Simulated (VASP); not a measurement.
# KI (P6_3mc) in VASP: further runs

Runs on KI. Level: PBE. Tasks: single point, relaxation of cell and atoms.

All numbers are computed with VASP 6.6.1; they aren't measurements. Logs are shortened: lines on timing, memory, paths and dates and some standing lists are left out, and cuts for length are marked.

## Step 1: The cell of the first run

The structure is hexagonal, space group P6_3mc (No. 186). The conventional cell has a = 4.712 Å, b = 4.712 Å, c = 7.752 Å, α = 90.00°, β = 90.00°, γ = 120.00°. K (site symmetry 3m) has 4 I at 2.89 Å within 3.8 Å. I (site symmetry 3m) has 4 K at 2.89 Å within 3.8 Å.

## Step 2: Single point, PBE

INCAR

```
SYSTEM = KI
PREC = Accurate
ENCUT = 520
EDIFF = 1E-7
ISMEAR = 0
SIGMA = 0.1
LREAL = .False.
LASPH = .True.
NELM = 80
ALGO = Normal
ISIF = 2
LWAVE = .False.
LCHARG = .False.
GGA = PE
NBANDS = 24
```

KPOINTS

```
regular mesh
0
Gamma
  6 6 2
  0 0 0
```

POSCAR

```
KI
1.0
    4.7117365700      0.0000000000      0.0000000000
   -2.3558682800      4.0804835600      0.0000000000
    0.0000000000      0.0000000000      7.7522852900
K I
2 2
Direct
    0.3333333300      0.6666666700      0.0000000000
    0.6666666700      0.3333333300      0.5000000000
    0.3333333300      0.6666666700      0.3731349300
    0.6666666700      0.3333333300      0.8731349300
```

Potentials or basis: VASP PAW PBE potentials, release 64 (K_sv, I).

Launch:

```
> cat potpaw_PBE.64/K_sv/POTCAR potpaw_PBE.64/I/POTCAR > POTCAR
> mpirun -np 1 vasp_std > vasp.out
```

OUTCAR:

```text
SYSTEM = KI
   PREC = Accurate
   ENCUT = 520
   EDIFF = 1E-7
   ISMEAR = 0
   LREAL = .False.
   LASPH = .True.
   NELM = 80
   ISIF = 2
   GGA = PE

 ion  position               nearest neighbor table
   1  0.333  0.667  0.000-   4 2.89   4 2.89   3 2.89   4 2.89
   2  0.667  0.333  0.500-   3 2.89   3 2.89   4 2.89   3 2.89
   3  0.333  0.667  0.373-   2 2.89   2 2.89   1 2.89   2 2.89
   4  0.667  0.333  0.873-   1 2.89   1 2.89   2 2.89   1 2.89

  LATTYP: Found a hexagonal cell.
 ALAT       =     4.7117365700
 C/A-ratio  =     1.6453138190

  Lattice vectors:

 A1 = (   4.7117365700,   0.0000000000,   0.0000000000)
 A2 = (  -2.3558682800,   4.0804835600,   0.0000000000)
 A3 = (   0.0000000000,   0.0000000000,   7.7522852900)

Analysis of symmetry for initial positions (statically):
=====================================================================
 Subroutine PRICEL returns:
 Original cell was already a primitive cell.

 Routine SETGRP: Setting up the symmetry group for a
 hexagonal supercell.

 Subroutine GETGRP returns: Found 12 space group operations
 (whereof  6 operations were pure point group operations)
 out of a pool of 24 trial point group operations.

The static configuration has the point symmetry C_3v.
 The point group associated with its full space group is C_6v.

Analysis of symmetry for dynamics (positions and initial velocities):
=====================================================================
 Subroutine PRICEL returns:
 Original cell was already a primitive cell.

 Routine SETGRP: Setting up the symmetry group for a
 hexagonal supercell.

 Subroutine GETGRP returns: Found 12 space group operations
 (whereof  6 operations were pure point group operations)
 out of a pool of 24 trial point group operations.

The dynamic configuration has the point symmetry C_3v.
 The point group associated with its full space group is C_6v.

 Subroutine INISYM returns: Found 12 space group operations
 (whereof  6 operations are pure point group operations),
 and found     1 'primitive' translations

----------------------------------------------------------------------------------------

                                     Primitive cell

  volume of cell :     149.0467

  direct lattice vectors                    reciprocal lattice vectors
     4.711736570  0.000000000  0.000000000     0.212235974  0.122534497  0.000000000
    -2.355868280  4.080483560  0.000000000     0.000000000  0.245068994  0.000000000
     0.000000000  0.000000000  7.752285290     0.000000000  0.000000000  0.128994221

  length of vectors
     4.711736570  4.711736563  7.752285290     0.245068993  0.245068994  0.128994221

  position of ions in fractional coordinates (direct lattice)
     0.333333330  0.666666670  0.000000000
     0.666666670  0.333333330  0.500000000
     0.333333330  0.666666670  0.373134930
     0.666666670  0.333333330  0.873134930

  ion indices of the primitive-cell ions
   primitive index   ion index
                 1           1
                 2           2
                 3           3
                 4           4

----------------------------------------------------------------------------------------

 KPOINTS: regular mesh

Automatic generation of k-mesh.
 Grid dimensions read from file:
 generate k-points for:    6    6    2

 Generating k-lattice:

  Cartesian coordinates                     Fractional coordinates (reciprocal lattice)
     0.035372662  0.020422416  0.000000000     0.166666667  0.000000000  0.000000000
     0.000000000  0.040844832  0.000000000     0.000000000  0.166666667  0.000000000
     0.000000000  0.000000000  0.064497110     0.000000000  0.000000000  0.500000000

  Length of vectors
     0.040844832  0.040844832  0.064497110

  Shift w.r.t. Gamma in fractional coordinates (k-lattice)
     0.000000000  0.000000000  0.000000000

 Subroutine IBZKPT returns following result:
 ===========================================

 Found     14 irreducible k-points:

 Following reciprocal coordinates:
            Coordinates               Weight
  0.000000  0.000000  0.000000      1.000000
  0.166667  0.000000  0.000000      6.000000
  0.333333  0.000000  0.000000      6.000000
  0.500000  0.000000  0.000000      3.000000
  0.166667  0.166667  0.000000      6.000000
  0.333333  0.166667  0.000000     12.000000
  0.333333  0.333333  0.000000      2.000000
  0.000000  0.000000  0.500000      1.000000
  0.166667  0.000000  0.500000      6.000000
  0.333333  0.000000  0.500000      6.000000
  0.500000  0.000000  0.500000      3.000000
  0.166667  0.166667  0.500000      6.000000
  0.333333  0.166667  0.500000     12.000000
  0.333333  0.333333  0.500000      2.000000
   k-points           NKPTS =     14   k-points in BZ     NKDIM =     14   number of bands    NBANDS=     24
   number of dos      NEDOS =    301   number of ions     NIONS =      4
   total plane-waves  NPLWV =  77760
   dimension x,y,z NGX =    36 NGY =   36 NGZ =   60
   dimension x,y,z NGXF=    72 NGYF=   72 NGZF=  120
   ions per type =               2   2
   NGX,Y,Z   is equivalent  to a cutoff of  12.70, 12.70, 12.87 a.u.
   NGXF,Y,Z  is equivalent  to a cutoff of  25.40, 25.40, 25.73 a.u.
 SYSTEM =  KI
   PREC   = accura    normal or accurate (medium, high low for compatibility)
   ISTART =      0    job   : 0-new  1-cont  2-samecut
   ICHARG =      2    charge: 1-file 2-atom 10-const
   ISPIN  =      1    spin polarized calculation?
   LNONCOLLINEAR =      F non collinear calculations
   LSORBIT =      F    spin-orbit coupling
   LASPH  =      T    aspherical Exc in radial PAW
   ENCUT  =  520.0 eV  38.22 Ry    6.18 a.u.   8.76  8.76 14.41*2*pi/ulx,y,z
   NELM   =     80;   NELMIN=  2; NELMDL= -5     # of ELM steps
   EDIFF  = 0.1E-06   stopping-criterion for ELM
   LREAL  =      F    real-space projection
   EDIFFG = 0.1E-05   stopping-criterion for IOM
   NSW    =      0    number of steps for IOM
   IBRION =     -1    ionic relax: 0-MD 1-quasi-New 2-CG
   NFREE  =      0    steps in history (QN), initial steepest desc. (CG)
   ISIF   =      2    stress and relaxation
   ISYM   =      2    0-nonsym 1-usesym 2-fastsym
   POTIM  = 0.5000    time-step for ionic-motion
   TEBEG  =    0.0;   TEEND  =   0.0 temperature during run
   PSTRESS=    0.0 pullay stress
   NELECT =      32.0000    total number of electrons
   NUPDOWN=      -1.0000    fix difference up-down
   EMIN   =  10.00;   EMAX   =-10.00  energy-range for DOS
   EFERMI =   0.00;   METHOD = LEGACY
   ISMEAR =     0;   SIGMA  =   0.10  broadening in eV -4-tet -1-fermi 0-gaus
   EFERMI_NEDOS =   21; number of points for ismear=-14 and -15
   IALGO  =     38    algorithm
   IMIX   =      4    mixing-type and parameters
     AMIX     =   0.40;   BMIX     =  1.00
     AMIX_MAG =   1.60;   BMIX_MAG =  1.00
  volume/ion in A,a.u.               =      37.26       251.45
  Fermi-wavevector in a.u.,A,eV,Ry     =   0.980281  1.852463 13.074537  0.960951
  Thomas-Fermi vector in A             =   2.111199
   LORBIT       =      0    0 simple, 1 ext, 2 COOP (PROOUT), +10 PAW based schemes
   GGA     = PE    functional components
   LHFCALC =     F    Hartree Fock is set to
   AEXX    =    0.0000 exact exchange contribution
   IVDW    =     0    specifies the selected vdW correction
   LEPSILON=     F    determine dielectric tensor
   LRPA    =     F    only Hartree local field effects (RPA)
 non-spin polarized calculation
 Gauss-broadening in eV      SIGMA  =   0.10
  energy-cutoff  :      520.00
  volume of cell :      149.05
 maximum number of plane-waves:      4052
 NGX is ok and might be reduce to    36
   NGX = 17   NGY = 17   NGZ = 29

 number of electron      32.0000001 magnetization

 Free energy of the ion-electron system (eV)
  ---------------------------------------------------
  ext. energy  EPLUGINS =         0.00000000
  ---------------------------------------------------
  free energy    TOTEN  =        -8.10486522 eV

  energy without entropy =       -8.10486522  energy(sigma->0) =       -8.10486522

 E-fermi :   0.7025     XC(G=0):  -7.6191

 val. band max:        0.2043075118   @ k =   0.3333   0.3333   0.5000
 cond. band min:       4.8820141477   @ k =   0.0000   0.0000   0.0000
 fundamental gap:      4.6777066359
 Fermi energy:         0.7025297739

 k-point     1 :       0.0000    0.0000    0.0000
  band No.  band energies     occupation
      1     -27.4837      2.00000
      2     -27.4728      2.00000
      3     -11.8377      2.00000
      4     -11.1399      2.00000
      5     -11.1399      2.00000
      6     -11.1096      2.00000
[... 16 lines left out ...]
     23       8.5054      0.00000
     24       8.6231      0.00000

 k-point     2 :       0.1667    0.0000    0.0000
  band No.  band energies     occupation
      1     -27.4812      2.00000
      2     -27.4716      2.00000
      3     -11.8584      2.00000
      4     -11.3606      2.00000
      5     -11.1812      2.00000
      6     -11.1514      2.00000
[... 16 lines left out ...]
     23       8.8731      0.00000
     24       9.3053      0.00000

 k-point     3 :       0.3333    0.0000    0.0000
  band No.  band energies     occupation
      1     -27.4758      2.00000
      2     -27.4695      2.00000
      3     -11.9063      2.00000
      4     -11.6732      2.00000
      5     -11.2221      2.00000
      6     -11.1737      2.00000
[... 16 lines left out ...]
     23       9.3218      0.00000
     24       9.4262      0.00000

 k-point     4 :       0.5000    0.0000    0.0000
  band No.  band energies     occupation
      1     -27.4725      2.00000
      2     -27.4689      2.00000
      3     -11.9251      2.00000
      4     -11.8034      2.00000
      5     -11.2223      2.00000
      6     -11.1846      2.00000
[... 16 lines left out ...]
     23       8.9560      0.00000
     24       9.4916      0.00000

 k-point     5 :       0.1667    0.1667    0.0000
  band No.  band energies     occupation
      1     -27.4772      2.00000
      2     -27.4699      2.00000
      3     -11.8922      2.00000
      4     -11.6010      2.00000
      5     -11.2111      2.00000
      6     -11.1769      2.00000
[... 16 lines left out ...]
     23       9.2560      0.00000
     24       9.2915      0.00000

 k-point     6 :       0.3333    0.1667    0.0000
  band No.  band energies     occupation
      1     -27.4726      2.00000
      2     -27.4689      2.00000
      3     -11.9161      2.00000
      4     -11.7950      2.00000
      5     -11.2187      2.00000
      6     -11.1990      2.00000
[... 16 lines left out ...]
     23       9.3649      0.00000
     24       9.5760      0.00000

 k-point     7 :       0.3333    0.3333    0.0000
  band No.  band energies     occupation
      1     -27.4698      2.00000
      2     -27.4698      2.00000
      3     -11.8811      2.00000
      4     -11.8811      2.00000
      5     -11.2328      2.00000
      6     -11.1829      2.00000
[... 16 lines left out ...]
     23       9.4483      0.00000
     24       9.4483      0.00000

 k-point     8 :       0.0000    0.0000    0.5000
  band No.  band energies     occupation
      1     -27.4783      2.00000
      2     -27.4783      2.00000
      3     -11.5754      2.00000
      4     -11.5754      2.00000
      5     -11.1245      2.00000
      6     -11.1245      2.00000
[... 16 lines left out ...]
     23       8.7582      0.00000
     24       8.7582      0.00000

 k-point     9 :       0.1667    0.0000    0.5000
  band No.  band energies     occupation
      1     -27.4764      2.00000
      2     -27.4764      2.00000
      3     -11.6561      2.00000
      4     -11.6561      2.00000
      5     -11.1501      2.00000
      6     -11.1501      2.00000
[... 16 lines left out ...]
     23       8.7100      0.00000
     24       8.7100      0.00000

 k-point    10 :       0.3333    0.0000    0.5000
  band No.  band energies     occupation
      1     -27.4726      2.00000
      2     -27.4726      2.00000
      3     -11.8118      2.00000
      4     -11.8118      2.00000
      5     -11.1664      2.00000
      6     -11.1664      2.00000
[... 16 lines left out ...]
     23       9.1822      0.00000
     24       9.1822      0.00000

 k-point    11 :       0.5000    0.0000    0.5000
  band No.  band energies     occupation
      1     -27.4707      2.00000
      2     -27.4707      2.00000
      3     -11.8842      2.00000
      4     -11.8842      2.00000
      5     -11.1668      2.00000
      6     -11.1668      2.00000
[... 16 lines left out ...]
     23       8.9716      0.00000
     24       8.9716      0.00000

 k-point    12 :       0.1667    0.1667    0.5000
  band No.  band energies     occupation
      1     -27.4736      2.00000
      2     -27.4736      2.00000
      3     -11.7714      2.00000
      4     -11.7714      2.00000
      5     -11.1645      2.00000
      6     -11.1645      2.00000
[... 16 lines left out ...]
     23       9.1603      0.00000
     24       9.1603      0.00000

 k-point    13 :       0.3333    0.1667    0.5000
  band No.  band energies     occupation
      1     -27.4707      2.00000
      2     -27.4707      2.00000
      3     -11.8756      2.00000
      4     -11.8756      2.00000
      5     -11.1847      2.00000
      6     -11.1847      2.00000
[... 16 lines left out ...]
     23       9.0083      0.00000
     24       9.0083      0.00000

 k-point    14 :       0.3333    0.3333    0.5000
  band No.  band energies     occupation
      1     -27.4698      2.00000
      2     -27.4698      2.00000
      3     -11.9007      2.00000
      4     -11.9007      2.00000
      5     -11.2061      2.00000
      6     -11.2061      2.00000
[... 16 lines left out ...]
     23       9.0732      0.00000
     24       9.0732      0.00000

------------------------ aborting loop because EDIFF is reached ----------------------------------------

  FORCE on cell =-STRESS in cart. coord.  units (eV):
  Direction    XX          YY          ZZ          XY          YZ          ZX
  --------------------------------------------------------------------------------------
  -------------------------------------------------------------------------------------
  Total       12.3787457     12.3787456     12.2309646      0.0000000      0.0000000      0.0000000
  in kB      133.0653075    133.0653071    131.4767349      0.0000002      0.0000000      0.0000000
  external PRESSURE =     132.5357832 kB  Pullay stress =       0.0000000 kB

 VOLUME and BASIS-vectors are now :
 -----------------------------------------------------------------------------
  energy-cutoff  :      520.00
  volume of cell :      149.05
      direct lattice vectors                 reciprocal lattice vectors
     4.711736570  0.000000000  0.000000000     0.212235974  0.122534497  0.000000000
    -2.355868280  4.080483560  0.000000000     0.000000000  0.245068994  0.000000000
     0.000000000  0.000000000  7.752285290     0.000000000  0.000000000  0.128994221

 POSITION                                       TOTAL-FORCE (eV/Angst)
 -----------------------------------------------------------------------------------
     -0.00000      2.72032      0.00000         0.000000     -0.000000      0.002519
      2.35587      1.36016      3.87614        -0.000000      0.000000      0.002519
     -0.00000      2.72032      2.89265        -0.000000      0.000000     -0.002519
      2.35587      1.36016      6.76879         0.000000     -0.000000     -0.002519
 -----------------------------------------------------------------------------------
    total drift:                               -0.000024      0.000014      0.000702

  FREE ENERGIE OF THE ION-ELECTRON SYSTEM (eV)
  ---------------------------------------------------
  free  energy   TOTEN  =        -8.1048652219 eV

  energy  without entropy=       -8.1048652219  energy(sigma->0) =       -8.10486522
```

Wall time 71 s (1 thread of Oxide Virtual Turin-like, shared host); peak memory 0.24 GiB.

Results:

| Property | Result |
| --- | --- |
| Free energy | -8.1049 eV |
| Pressure | 13.3 GPa |
| Band gap on the k mesh | 4.68 eV (least direct gap 4.79 eV) |

Forces on the atoms (eV/Å):
```
K    0.000  0.000  0.003
K    0.000  0.000  0.003
I    0.000  0.000 -0.003
I    0.000  0.000 -0.003
```

Stress tensor (GPa, compression positive):
```
13.31  0.00  0.00
 0.00 13.31  0.00
 0.00  0.00 13.15
```

Levels at points of the mesh, in eV from the valence-band top:
| k point | band 13 | band 14 | band 15 | band 16 | band 17 | band 18 | band 19 | band 20 |
| --- | --- | --- | --- | --- | --- | --- | --- | --- |
| (0.00, 0.00, 0.00) | -0.23 | -0.23 | -0.11 | -0.11 | 4.68 | 6.43 | 6.86 | 6.86 |
| (0.50, 0.00, 0.00) | -0.43 | -0.20 | -0.13 | -0.05 | 5.39 | 5.74 | 6.76 | 6.84 |
| (0.00, 0.00, 0.50) | -0.18 | -0.18 | -0.18 | -0.18 | 5.86 | 5.86 | 7.61 | 7.61 |
| (0.50, 0.00, 0.50) | -0.16 | -0.16 | -0.09 | -0.09 | 5.68 | 5.68 | 6.91 | 6.91 |

Caveat: the cell stands under pressure; spin-orbit coupling is left out, which moves the levels of the heavy elements.

## Step 3: Single point, PBE

This run uses another cell than the first one, of 63.43 Å³/atom.

INCAR

```
PREC = Accurate
ENCUT = 520
EDIFF = 1E-6
ISMEAR = 0
SIGMA = 0.1
LREAL = False
LASPH = True
NELM = 100
ALGO = Normal
ISIF = 2
LWAVE = False
LCHARG = False
GGA = PE
NBANDS = 24
```

KPOINTS

```
regular mesh
0
Gamma
  6 6 2
```

POSCAR

```
KI
1.0
    5.6976994280     -0.0000000035      0.0000000000
   -2.8488497110      4.9343524496      0.0000000000
    0.0000000000      0.0000000000      9.0247805609
K I
2 2
Direct
    0.3333333333      0.6666666667     -0.0054929855
    0.6666666667      0.3333333333      0.4945070145
    0.3333333333      0.6666666667      0.3786279155
    0.6666666667      0.3333333333      0.8786279155
```

Potentials or basis: VASP PAW PBE potentials, release 64 (K_sv, I).

Launch:

```
> cat potpaw_PBE.64/K_sv/POTCAR potpaw_PBE.64/I/POTCAR > POTCAR
> mpirun -np 1 vasp_std > vasp.out
```

It took 2.1 min on 1 thread of Oxide Virtual Turin-like, shared host; peak memory 0.33 GiB.

It converged, with:

```yaml
Free_energy: -10.7994 eV
Pressure: 0.0 GPa
Band_gap_on_the_k_mesh: 3.89 eV
```

Forces on the atoms (eV/Å):
```
K    0.000  0.000 -0.003
K    0.000  0.000 -0.003
I    0.000  0.000  0.003
I    0.000  0.000  0.003
```

Stress tensor (GPa, compression positive):
```
 0.08  0.00  0.00
 0.00  0.08  0.00
 0.00  0.00 -0.05
```

Levels at points of the mesh, in eV from the valence-band top:
```tsv
k point	band 13	band 14	band 15	band 16	band 17	band 18	band 19	band 20
(0.00, 0.00, 0.00)	-0.07	-0.05	-0.05	0.00	3.89	5.58	6.63	6.84
(0.50, 0.00, 0.00)	-0.22	-0.11	-0.08	-0.04	5.54	5.71	5.81	6.29
(0.00, 0.00, 0.50)	-0.06	-0.06	-0.06	-0.06	4.71	4.71	7.26	7.26
(0.50, 0.00, 0.50)	-0.08	-0.08	-0.07	-0.07	5.52	5.52	6.53	6.53
```

Caveat: spin-orbit coupling is left out, which moves the levels of the heavy elements. A k mesh can miss the band edges.

(Continued in part 2 of 2.)
